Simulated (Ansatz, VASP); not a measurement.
**CoSi2: VASP beside Ansatz**

File INCAR:

```
ALGO = Normal
EDIFF = 1E-6
ENCUT = 520
ISIF = 2
ISMEAR = 0
LASPH = T
LCHARG = F
LREAL = F
LWAVE = F
NBANDS = 16
NELM = 100
PREC = Accurate
SIGMA = 0.1
```

The input KPOINTS:

```
k-points
0
Gamma
  9 9 12
```

File POSCAR:

```
CoSi2
1.0
    3.8197405038      0.0000054912      0.0085240613
   -1.9098654964      3.3079950578     -0.0085240613
   -1.9032660756      1.0988511811      2.9867824731
Co Si
1 2
Direct
    0.0000000000      0.0000000000      0.0000000000
    0.7453910101      0.2546089899      0.2386380629
    0.2546089899      0.7453910101      0.7613619371
```

Input for Ansatz:

```yaml
crystal:
  lattice:
    - [3.8197405038, 5.4912e-06, 0.0085240613]
    - [-1.9098654964, 3.3079950578, -0.0085240613]
    - [-1.9032660756, 1.0988511811, 2.9867824731]
  atoms:
    - { symbol: Co, position: [0.0, 0.0, 0.0] }
    - { symbol: Si, position: [0.7453910101, 0.2546089899, 0.2386380629] }
    - { symbol: Si, position: [0.2546089899, 0.7453910101, 0.7613619371] }
basis:
  ecutwfc: 420
kpoints:
  mp_grid: { grid: [9, 9, 12] }
hamiltonian:
  xc: lda
scf:
  occupations: { method: gaussian, width: 0.1 }
output:
  forces: true
  stress: true
  eigenvalues: true
```

Change from the starting cell: band edges of the strained film's bulk.

Alike in both runs: task single point; functional LDA; k mesh 9 × 9 × 12; occupations gaussian, width 0.1 eV; no spin polarisation.

```csv
,VASP,Ansatz
version,VASP 6.6.1,Ansatz 0.2.0
potentials or method,"VASP PAW LDA potentials, release 64 (Co, Si), cutoff 520 eV","scalar-relativistic, plane waves, PAW"
valence electrons in the cell,17,25
```

```csv
,VASP,Ansatz,Ansatz less VASP
gap on the k mesh at the Fermi level (eV),none,none,-
pressure (GPa),-5.5,-5.7,-0.20
"traceless stress, the component that is largest in VASP (GPa)",5.69,5.69,0.000
rms of the force components (eV/Å),0.004,0.004,-0.0001
```

LDA's correlation is that of Perdew and Zunger in VASP and of Perdew and Wang (1992) in Ansatz. Atom by atom the forces differ by 0.001 eV/Å (rms over components). A gap of «none» marks a metal or a gap that the smearing closes. VASP's potentials hold 17 valence electrons a cell and Ansatz's 25, so a difference there can come from the potentials and not from the codes.
